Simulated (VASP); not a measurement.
# CuO (Cccm) in VASP: notebook

The runs below take CuO through single point, with PBEsol, PBEsol+U.

Everything below comes from runs of VASP 6.6.1. Logs are shortened: lines on timing, memory, paths and dates and some standing lists are left out, and cuts for length are marked.

### 1 The cell of the first run

The structure is orthorhombic, space group Cccm (No. 66). The conventional cell has a = 4.088 Å, b = 4.102 Å, c = 5.089 Å, α = 90.00°, β = 90.00°, γ = 90.00°. Within 2.6 Å of Cu (site symmetry 2/m) lie 4 O at 1.93 Å. O (site symmetry 222) has 4 Cu at 1.93 Å and 2 O at 2.54 Å within 2.6 Å.

### 2 Single point, PBEsol

INCAR

```
PREC = Accurate
ENCUT = 520
EDIFF = 1E-7
ISMEAR = -1
SIGMA = 0.05
LREAL = False
LASPH = True
NELM = 100
ALGO = Normal
ISIF = 2
LWAVE = False
LCHARG = False
GGA = PS
NBANDS = 25
```

KPOINTS

```
Automatic mesh
0
Gamma
  9 9 5
```

POSCAR

```
CuO
1.0
    2.0439488176     -2.0509420733      0.0000000000
    2.0439488176      2.0509420733      0.0000000000
    0.0000000000      0.0000000000      5.0891113222
Cu O
2 2
Direct
    0.5000000000      0.0000000000      0.0000000000
    0.0000000000      0.5000000000      0.5000000000
    0.5000000000      0.5000000000      0.2500000000
    0.5000000000      0.5000000000      0.7500000000
```

Potentials or basis: VASP PAW PBE potentials, release 64 (Cu, O).

Run with:

```
$ cat potpaw_PBE.64/Cu/POTCAR potpaw_PBE.64/O/POTCAR > POTCAR
$ mpirun -np 1 vasp_std > vasp.out
```

OUTCAR:

```text
PREC = Accurate
   ENCUT = 520
   EDIFF = 1E-7
   ISMEAR = -1
   LREAL = False
   LASPH = True
   NELM = 100
   ISIF = 2
   GGA = PS

 ion  position               nearest neighbor table
   1  0.500  0.000  0.000-   3 1.93   4 1.93   3 1.93   4 1.93
   2  0.000  0.500  0.500-   3 1.93   4 1.93   3 1.93   4 1.93
   3  0.500  0.500  0.250-   1 1.93   2 1.93   1 1.93   2 1.93
   4  0.500  0.500  0.750-   1 1.93   2 1.93   1 1.93   2 1.93

  LATTYP: Found a base centered orthorhombic cell.
 ALAT       =     4.0878976352
 B/A-ratio  =     1.0034214436
 C/A-ratio  =     1.2449214184

  Lattice vectors:

 A1 = (   2.0439488176,  -2.0509420733,   0.0000000000)
 A2 = (   2.0439488176,   2.0509420733,   0.0000000000)
 A3 = (   0.0000000000,   0.0000000000,   5.0891113222)

Analysis of symmetry for initial positions (statically):
=====================================================================
 Subroutine PRICEL returns:
 Original cell was already a primitive cell.

 Routine SETGRP: Setting up the symmetry group for a
 base centered orthorhombic supercell.

 Subroutine GETGRP returns: Found  8 space group operations
 (whereof  4 operations were pure point group operations)
 out of a pool of  8 trial point group operations.

The static configuration has the point symmetry C_2h.
 The point group associated with its full space group is D_2h.

Analysis of symmetry for dynamics (positions and initial velocities):
=====================================================================
 Subroutine PRICEL returns:
 Original cell was already a primitive cell.

 Routine SETGRP: Setting up the symmetry group for a
 base centered orthorhombic supercell.

 Subroutine GETGRP returns: Found  8 space group operations
 (whereof  4 operations were pure point group operations)
 out of a pool of  8 trial point group operations.

The dynamic configuration has the point symmetry C_2h.
 The point group associated with its full space group is D_2h.

 Subroutine INISYM returns: Found  8 space group operations
 (whereof  4 operations are pure point group operations),
 and found     1 'primitive' translations

----------------------------------------------------------------------------------------

                                     Primitive cell

  volume of cell :      42.6673

  direct lattice vectors                    reciprocal lattice vectors
     2.043948818 -2.050942073  0.000000000     0.244624521 -0.243790406  0.000000000
     2.043948818  2.050942073  0.000000000     0.244624521  0.243790406  0.000000000
     0.000000000  0.000000000  5.089111322     0.000000000  0.000000000  0.196497961

  length of vectors
     2.895529340  2.895529340  5.089111322     0.345362010  0.345362010  0.196497961

  position of ions in fractional coordinates (direct lattice)
     0.500000000  0.000000000  0.000000000
     0.000000000  0.500000000  0.500000000
     0.500000000  0.500000000  0.250000000
     0.500000000  0.500000000  0.750000000

  ion indices of the primitive-cell ions
   primitive index   ion index
                 1           1
                 2           2
                 3           3
                 4           4

----------------------------------------------------------------------------------------

 KPOINTS: Automatic mesh

Automatic generation of k-mesh.
 Grid dimensions read from file:
 generate k-points for:    9    9    5

 Generating k-lattice:

  Cartesian coordinates                     Fractional coordinates (reciprocal lattice)
     0.027180502 -0.027087823  0.000000000     0.111111111  0.000000000  0.000000000
     0.027180502  0.027087823  0.000000000     0.000000000  0.111111111  0.000000000
     0.000000000  0.000000000  0.039299592     0.000000000  0.000000000  0.200000000

  Length of vectors
     0.038373557  0.038373557  0.039299592

  Shift w.r.t. Gamma in fractional coordinates (k-lattice)
     0.000000000  0.000000000  0.000000000

 Subroutine IBZKPT returns following result:
 ===========================================

 Found     75 irreducible k-points:

 Following reciprocal coordinates:
            Coordinates               Weight
  0.000000  0.000000  0.000000      1.000000
  0.111111  0.000000  0.000000      4.000000
  0.222222 -0.000000  0.000000      4.000000
  0.333333 -0.000000  0.000000      4.000000
  0.444444 -0.000000  0.000000      4.000000
  0.111111  0.111111  0.000000      2.000000
[... 16 lines left out ...]
 -0.333333  0.333333  0.000000      2.000000
  0.444444  0.444444  0.000000      2.000000
 [... further k-points ...]
   k-points           NKPTS =     75   k-points in BZ     NKDIM =     75   number of bands    NBANDS=     25
   number of dos      NEDOS =    301   number of ions     NIONS =      4
   total plane-waves  NPLWV =  23040
   dimension x,y,z NGX =    24 NGY =   24 NGZ =   40
   dimension x,y,z NGXF=    48 NGYF=   48 NGZF=   80
   ions per type =               2   2
   NGX,Y,Z   is equivalent  to a cutoff of  13.78, 13.78, 13.07 a.u.
   NGXF,Y,Z  is equivalent  to a cutoff of  27.56, 27.56, 26.13 a.u.
 SYSTEM =  unknown system
   PREC   = accura    normal or accurate (medium, high low for compatibility)
   ISTART =      0    job   : 0-new  1-cont  2-samecut
   ICHARG =      2    charge: 1-file 2-atom 10-const
   ISPIN  =      1    spin polarized calculation?
   LNONCOLLINEAR =      F non collinear calculations
   LSORBIT =      F    spin-orbit coupling
   LASPH  =      T    aspherical Exc in radial PAW
   ENCUT  =  520.0 eV  38.22 Ry    6.18 a.u.   5.38  5.38  9.46*2*pi/ulx,y,z
   NELM   =    100;   NELMIN=  2; NELMDL= -5     # of ELM steps
   EDIFF  = 0.1E-06   stopping-criterion for ELM
   LREAL  =      F    real-space projection
   EDIFFG = 0.1E-05   stopping-criterion for IOM
   NSW    =      0    number of steps for IOM
   IBRION =     -1    ionic relax: 0-MD 1-quasi-New 2-CG
   NFREE  =      0    steps in history (QN), initial steepest desc. (CG)
   ISIF   =      2    stress and relaxation
   ISYM   =      2    0-nonsym 1-usesym 2-fastsym
   POTIM  = 0.5000    time-step for ionic-motion
   TEBEG  =    0.0;   TEEND  =   0.0 temperature during run
   PSTRESS=    0.0 pullay stress
   NELECT =      34.0000    total number of electrons
   NUPDOWN=      -1.0000    fix difference up-down
   EMIN   =  10.00;   EMAX   =-10.00  energy-range for DOS
   EFERMI =   0.00;   METHOD = LEGACY
   ISMEAR =    -1;   SIGMA  =   0.05  broadening in eV -4-tet -1-fermi 0-gaus
   EFERMI_NEDOS =   21; number of points for ismear=-14 and -15
   IALGO  =     38    algorithm
   IMIX   =      4    mixing-type and parameters
     AMIX     =   0.40;   BMIX     =  1.00
     AMIX_MAG =   1.60;   BMIX_MAG =  1.00
  volume/ion in A,a.u.               =      10.67        71.98
  Fermi-wavevector in a.u.,A,eV,Ry     =   1.517759  2.868148 31.342258  2.303591
  Thomas-Fermi vector in A             =   2.626971
   LORBIT       =      0    0 simple, 1 ext, 2 COOP (PROOUT), +10 PAW based schemes
   GGA     = PS    functional components
   LHFCALC =     F    Hartree Fock is set to
   AEXX    =    0.0000 exact exchange contribution
   IVDW    =     0    specifies the selected vdW correction
   LEPSILON=     F    determine dielectric tensor
   LRPA    =     F    only Hartree local field effects (RPA)
 non-spin polarized calculation
  energy-cutoff  :      520.00
  volume of cell :       42.67
 maximum number of plane-waves:      1175
 NGX is ok and might be reduce to    24
   NGX = 11   NGY = 11   NGZ = 19

 number of electron      33.9999967 magnetization

 Free energy of the ion-electron system (eV)
  ---------------------------------------------------
  ext. energy  EPLUGINS =         0.00000000
  ---------------------------------------------------
  free energy    TOTEN  =       -21.48480008 eV

  energy without entropy =      -21.46609093  energy(sigma->0) =      -21.47544550

 E-fermi :   5.1922     XC(G=0): -11.8042

 val. band max:        5.1453114515   @ k =   0.4444   0.4444   0.4000
 cond. band min:       5.2397717416   @ k =   0.4444  -0.0000   0.2000
 fundamental gap:      0.0944602902
 Fermi energy:         5.1921979307

 k-point     1 :       0.0000    0.0000    0.0000
  band No.  band energies     occupation
      1     -14.8635      2.00000
      2     -13.4267      2.00000
      3      -3.3352      2.00000
      4      -0.5099      2.00000
      5      -0.5026      2.00000
      6       1.2480      2.00000
[... 17 lines left out ...]
     24      19.8544      0.00000
     25      20.0533      0.00000

 k-point     2 :       0.1111    0.0000    0.0000
  band No.  band energies     occupation
      1     -14.7925      2.00000
      2     -13.4056      2.00000
      3      -3.2170      2.00000
      4      -0.5720      2.00000
      5      -0.4720      2.00000
      6       0.5730      2.00000
[... 17 lines left out ...]
     24      20.0740      0.00000
     25      20.1357      0.00000

 k-point     3 :       0.2222   -0.0000    0.0000
  band No.  band energies     occupation
      1     -14.6061      2.00000
      2     -13.3520      2.00000
      3      -2.9023      2.00000
      4      -0.6914      2.00000
      5      -0.5751      2.00000
      6      -0.3837      2.00000
[... 17 lines left out ...]
     24      20.0300      0.00000
     25      20.4266      0.00000

 k-point     4 :       0.3333   -0.0000    0.0000
  band No.  band energies     occupation
      1     -14.3799      2.00000
      2     -13.2901      2.00000
      3      -2.5134      2.00000
      4      -1.5935      2.00000
      5      -0.7411      2.00000
      6      -0.2789      2.00000
[... 17 lines left out ...]
     24      19.1869      0.00000
     25      20.2736      0.00000

 k-point     5 :       0.4444   -0.0000    0.0000
  band No.  band energies     occupation
      1     -14.2230      2.00000
      2     -13.2492      2.00000
      3      -2.2555      2.00000
      4      -2.1658      2.00000
      5      -0.7001      2.00000
      6      -0.2079      2.00000
[... 17 lines left out ...]
     24      17.8234      0.00000
     25      20.0565      0.00000

 k-point     6 :       0.1111    0.1111    0.0000
  band No.  band energies     occupation
      1     -14.7223      2.00000
      2     -13.3852      2.00000
      3      -3.0982      2.00000
      4      -0.5656      2.00000
      5      -0.5070      2.00000
      6       0.4479      2.00000
[... 17 lines left out ...]
     24      18.8435      0.00000
     25      20.2622      0.00000
[... 393 lines left out ...]
 k-point    21 :       0.4444    0.3333    0.0000
  band No.  band energies     occupation
      1     -13.7893      2.00000
      2     -13.1536      2.00000
      3      -1.8294      2.00000
      4      -1.3106      2.00000
      5      -1.1929      2.00000
      6      -0.4614      2.00000
[... 17 lines left out ...]
     24      17.1331      0.00000
     25      18.0382      0.00000

 k-point    22 :      -0.4444    0.3333    0.0000
  band No.  band energies     occupation
      1     -13.7897      2.00000
      2     -13.1538      2.00000
      3      -1.8292      2.00000
      4      -1.3108      2.00000
      5      -1.1907      2.00000
      6      -0.4577      2.00000
[... 17 lines left out ...]
     24      17.1535      0.00000
     25      18.0126      0.00000

 k-point    23 :      -0.3333    0.3333    0.0000
  band No.  band energies     occupation
      1     -13.9340      2.00000
      2     -13.1852      2.00000
      3      -1.6319      2.00000
      4      -1.3723      2.00000
      5      -1.1875      2.00000
      6      -0.5590      2.00000
[... 17 lines left out ...]
     24      16.9894      0.00000
     25      19.1676      0.00000

 k-point    24 :       0.4444    0.4444    0.0000
  band No.  band energies     occupation
      1     -13.6502      2.00000
      2     -13.1256      2.00000
      3      -1.7305      2.00000
      4      -1.7241      2.00000
      5      -0.9443      2.00000
      6      -0.3422      2.00000
[... 17 lines left out ...]
     24      16.4433      0.00000
     25      17.1309      0.00000

 [... further k-points ...]
[... 5 lines left out ...]
  --------------------------------------------------------------------------------------
  -------------------------------------------------------------------------------------
  Total        0.1678090      0.1572797      0.2823540      0.0000000      0.0000000      0.0000000
  in kB        6.3013034      5.9059248     10.6025221      0.0000000      0.0000000      0.0000000
  external PRESSURE =       7.6032501 kB  Pullay stress =       0.0000000 kB

 VOLUME and BASIS-vectors are now :
 -----------------------------------------------------------------------------
  energy-cutoff  :      520.00
  volume of cell :       42.67
      direct lattice vectors                 reciprocal lattice vectors
     2.043948818 -2.050942073  0.000000000     0.244624521 -0.243790406  0.000000000
     2.043948818  2.050942073  0.000000000     0.244624521  0.243790406  0.000000000
     0.000000000  0.000000000  5.089111322     0.000000000  0.000000000  0.196497961

 POSITION                                       TOTAL-FORCE (eV/Angst)
 -----------------------------------------------------------------------------------
      1.02197     -1.02547      0.00000        -0.000000     -0.000000      0.000000
      1.02197      1.02547      2.54456         0.000000     -0.000000      0.000000
      2.04395      0.00000      1.27228         0.000000      0.000000      0.000000
      2.04395      0.00000      3.81683         0.000000      0.000000      0.000000
 -----------------------------------------------------------------------------------
    total drift:                                0.000000     -0.000000     -0.000000

  FREE ENERGIE OF THE ION-ELECTRON SYSTEM (eV)
  ---------------------------------------------------
  free  energy   TOTEN  =       -21.4848000765 eV

  energy  without entropy=      -21.4660909328  energy(sigma->0) =      -21.47544550
```

Wall time 2.3 min (1 thread of Intel Xeon 8259CL, shared host); peak memory 0.2 GiB.

What came out:

* Free energy: -21.4848 eV
* Pressure: 0.8 GPa
* Band gap on the k mesh: zero (bands 17 and 18 overlap by 0.99 eV)

Caveat: the PAW data sets were made with another functional, which shifts forces and pressure a little; semilocal functionals often make such compounds metallic where correlation or magnetic order opens a gap, which also shifts bond lengths.

[end of part 1 of 2]
